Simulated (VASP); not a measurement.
# C (Fmmm) in VASP: further runs, part 3 of 3

VASP 6.6.1. Earlier steps stand in the parts before.

## 5. Single point, LDA (strain +0.015 along x and y, +0.015 along z)

The input, INCAR:

```
SYSTEM = C
PREC = Accurate
ENCUT = 520
EDIFF = 1E-6
ISMEAR = 0
SIGMA = 0.03
LREAL = .False.
LASPH = .True.
NELM = 80
ALGO = Normal
ISIF = 2
LWAVE = .False.
LCHARG = .False.
GGA = CA
NBANDS = 11
```

The input, KPOINTS:

```
Automatic mesh
0
Gamma
  16 16 16
  0 0 0
```

The input, POSCAR:

```
C
1.0
    0.0000000000      2.1484005097      3.4101454216
    1.2411264372      0.0000000000      3.4101454216
    1.2411264372      2.1484005097      0.0000000000
C
2
Direct
    0.1667065656      0.8332934344      0.1667065656
    0.8332934344      0.1667065656      0.8332934344
```

Potentials or basis: VASP PAW LDA potentials, release 64 (C).

Run with:

```console
> cat potpaw_LDA.64/C/POTCAR > POTCAR
> mpirun -np 1 vasp_std > vasp.out
```

OUTCAR:

```text
SYSTEM = C
   PREC = Accurate
   ENCUT = 520
   EDIFF = 1E-6
   ISMEAR = 0
   LREAL = .False.
   LASPH = .True.
   NELM = 80
   ISIF = 2
   GGA = CA

 ion  position               nearest neighbor table
   1  0.167  0.833  0.167-   2 1.43   2 1.43   2 1.43
   2  0.833  0.167  0.833-   1 1.43   1 1.43   1 1.43

  LATTYP: Found a face centered orthorhombic cell.
 ALAT       =     2.4822528744
 B/A-ratio  =     1.7310085784
 C/A-ratio  =     2.7476212893

  Lattice vectors:

 A1 = (   0.0000000000,   2.1484005097,   3.4101454216)
 A2 = (   1.2411264372,   0.0000000000,   3.4101454216)
 A3 = (   1.2411264372,   2.1484005097,   0.0000000000)

Analysis of symmetry for initial positions (statically):
=====================================================================
 Subroutine PRICEL returns:
 Original cell was already a primitive cell.

 Routine SETGRP: Setting up the symmetry group for a
 face centered orthorhombic supercell.

 Subroutine GETGRP returns: Found  8 space group operations
 (whereof  8 operations were pure point group operations)
 out of a pool of  8 trial point group operations.
[... 173 lines left out ...]
      1     -14.9710      2.00000
      2      -2.1890      2.00000
      3       1.2825      2.00000
      4       1.2920      2.00000
      5       8.1141      0.00000
      6      12.4409      0.00000
      7      12.5056      0.00000
      8      15.3526      0.00000
      9      16.7477      0.00000
     10      26.3267      0.00000
     11      28.8367      0.00000
[... 309 lines left out ...]
 k-point    24 :      -0.0625    0.0625   -0.0000
  band No.  band energies     occupation
      1     -14.6052      2.00000
      2      -1.7733      2.00000
      3      -0.0370      2.00000
      4       0.5975      2.00000
      5       8.5611      0.00000
      6      12.5666      0.00000
      7      13.9215      0.00000
      8      14.1010      0.00000
      9      17.4478      0.00000
     10      26.1915      0.00000
     11      27.4365      0.00000

 [... further k-points ...]

------------------------ aborting loop because EDIFF is reached ----------------------------------------

  FORCE on cell =-STRESS in cart. coord.  units (eV):
  Direction    XX          YY          ZZ          XY          YZ          ZX
  --------------------------------------------------------------------------------------
  -------------------------------------------------------------------------------------
  Total       -1.8715759     -1.8981013     -0.0330262     -0.0000000      0.0000000      0.0000000
  in kB     -164.8860289   -167.2229175     -2.9096102     -0.0000000      0.0000000      0.0000000
  external PRESSURE =    -111.6728522 kB  Pullay stress =       0.0000000 kB

 VOLUME and BASIS-vectors are now :
 -----------------------------------------------------------------------------
  energy-cutoff  :      520.00
  volume of cell :       18.19
      direct lattice vectors                 reciprocal lattice vectors
     0.000000000  2.148400510  3.410145422    -0.402859842  0.232731280  0.146621313
     1.241126437  0.000000000  3.410145422     0.402859842 -0.232731280  0.146621313
     1.241126437  2.148400510  0.000000000     0.402859842  0.232731280 -0.146621313

 POSITION                                       TOTAL-FORCE (eV/Angst)
 -----------------------------------------------------------------------------------
      1.24113      0.71630      3.41015         0.000000     -0.023541      0.000000
      1.24113      3.58050      3.41015         0.000000      0.023541      0.000000
 -----------------------------------------------------------------------------------
    total drift:                                0.000000      0.000000     -0.000000

  FREE ENERGIE OF THE ION-ELECTRON SYSTEM (eV)
  ---------------------------------------------------
  free  energy   TOTEN  =       -20.1948315578 eV

  energy  without entropy=      -20.1948315578  energy(sigma->0) =      -20.19483156
```

stdout:

```text
POSCAR found type information on POSCAR C
 POSCAR found :  1 types and       2 ions
 scaLAPACK will be used
 LDA part: xc-table for (Slater(with rela. corr.)+CA(PZ))
 , standard interpolation
 POSCAR, INCAR and KPOINTS ok, starting setup
 FFT: planning ... GRIDC
 FFT: planning ... GRID_SOFT
 FFT: planning ... GRID
 WAVECAR not read
 entering main loop
```

Wall time 47 s (1 thread of Intel Xeon 6975P-C (Granite Rapids), shared host); peak memory 0.2 GiB.

Results:

| Quantity | Value |
| --- | --- |
| Free energy | -20.1948 eV |
| Pressure | -11.2 GPa |
| Largest force | 0.024 eV/Å |

Forces on the atoms (eV/Å):
```
C    0.000 -0.024  0.000
C    0.000  0.024  0.000
```

Caveat: the cell differs from its parent crystal (strain +0.015 along x and y, +0.015 along z); the cell stands under tension.

## 6. Single point, LDA (strain +0.030 along x and y, +0.000 along z)

The input, INCAR:

```
PREC = Accurate
ENCUT = 520
EDIFF = 1E-6
ISMEAR = 0
SIGMA = 0.03
LREAL = False
LASPH = True
NELM = 60
ALGO = Normal
ISIF = 2
LWAVE = False
LCHARG = True
LELF = True
LVHAR = True
NBANDS = 11
```

The input, KPOINTS:

```
Automatic mesh
0
Gamma
  16 16 16
```

The input, POSCAR:

```
C
1.0
    0.0000000000      2.1801502710      3.3597491838
    1.2594682072      0.0000000000      3.3597491838
    1.2594682072      2.1801502710      0.0000000000
C
2
Direct
    0.1667065656      0.8332934344      0.1667065656
    0.8332934344      0.1667065656      0.8332934344
```

Potentials or basis: VASP PAW LDA potentials, release 64 (C).

Run with:

```console
> cat potpaw_LDA.64/C/POTCAR > POTCAR
> mpirun -np 1 vasp_std > vasp.out
```

OUTCAR:

```text
PREC = Accurate
   ENCUT = 520
   EDIFF = 1E-6
   ISMEAR = 0
   LREAL = False
   LASPH = True
   NELM = 60
   ISIF = 2

 ion  position               nearest neighbor table
   1  0.167  0.833  0.167-   2 1.45   2 1.45   2 1.45
   2  0.833  0.167  0.833-   1 1.45   1 1.45   1 1.45

  LATTYP: Found a face centered orthorhombic cell.
 ALAT       =     2.5189364144
 B/A-ratio  =     1.7310085785
 C/A-ratio  =     2.6675934848

  Lattice vectors:

[... 523 lines left out ...]

------------------------ aborting loop because EDIFF is reached ----------------------------------------

  FORCE on cell =-STRESS in cart. coord.  units (eV):
  Direction    XX          YY          ZZ          XY          YZ          ZX
  --------------------------------------------------------------------------------------
  -------------------------------------------------------------------------------------
  Total       -3.7253298     -3.7716993      0.0228858      0.0000000      0.0000000      0.0000000
  in kB     -323.4929469   -327.5194883      1.9873105      0.0000000      0.0000000      0.0000000
  external PRESSURE =    -216.3417082 kB  Pullay stress =       0.0000000 kB

 VOLUME and BASIS-vectors are now :
 -----------------------------------------------------------------------------
  energy-cutoff  :      520.00
  volume of cell :       18.45
      direct lattice vectors                 reciprocal lattice vectors
     0.000000000  2.180150271  3.359749184    -0.396992951  0.229341989  0.148820633
     1.259468207  0.000000000  3.359749184     0.396992951 -0.229341989  0.148820633
     1.259468207  2.180150271  0.000000000     0.396992951  0.229341989 -0.148820633

 POSITION                                       TOTAL-FORCE (eV/Angst)
 -----------------------------------------------------------------------------------
      1.25947      0.72689      3.35975        -0.000000     -0.027026      0.000000
      1.25947      3.63341      3.35975         0.000000      0.027026      0.000000
 -----------------------------------------------------------------------------------
    total drift:                                0.000000      0.000000     -0.000000

  FREE ENERGIE OF THE ION-ELECTRON SYSTEM (eV)
  ---------------------------------------------------
  free  energy   TOTEN  =       -20.1123918023 eV

  energy  without entropy=      -20.1123907102  energy(sigma->0) =      -20.11239126
```

Run time: 52 s. Hardware: 1 thread of Intel Xeon 6975P-C (Granite Rapids), shared host; peak memory 0.2 GiB.

What came out:

```yaml
Free_energy: -20.1124 eV
Pressure: -21.6 GPa
Largest_force: 0.027 eV/Å
```

Forces in eV/Å, atoms in the order of the input:
```
C    0.000 -0.027  0.000
C    0.000  0.027  0.000
```

Stress tensor (GPa, compression positive):
```
-32.35   0.00   0.00
  0.00 -32.75   0.00
  0.00   0.00   0.20
```

Caveat: the cell differs from its parent crystal (strain +0.030 along x and y, +0.000 along z); the cell stands under tension.

## 7. The runs side by side

| cell | gap on the mesh (eV) | pressure (GPa) | largest force (eV/Å) |
| --- | --- | --- | --- |
| a = 3.921, b = 3.494, c = 2.518 Å, angles 79.6, 61.2, 39.2°, 2 atoms | none | -22.0 | 0.03 |
| a = 3.988, b = 3.582, c = 2.481 Å, angles 80.0, 62.2, 37.8°, 2 atoms | - | -11.2 | 0.03 |
| a = 3.963, b = 3.541, c = 2.518 Å, angles 79.8, 61.6, 38.7°, 2 atoms | none | -21.8 | 0.03 |
| a = 4.030, b = 3.629, c = 2.481 Å, angles 80.1, 62.5, 37.3°, 2 atoms | - | -11.2 | 0.02 |
| a = 4.005, b = 3.588, c = 2.518 Å, angles 79.9, 61.9, 38.2°, 2 atoms | - | -21.6 | 0.03 |

Alike in all rows: task single point; level LDA; potentials or basis VASP PAW LDA potentials, release 64 (C); no spin polarisation; k mesh 16 × 16 × 16; cutoff (eV) 520; smearing gaussian 0.03 eV.

Caveats: the cell stands under tension.

Total energies depend on the potentials used, so only differences within one code and one set of settings carry meaning.
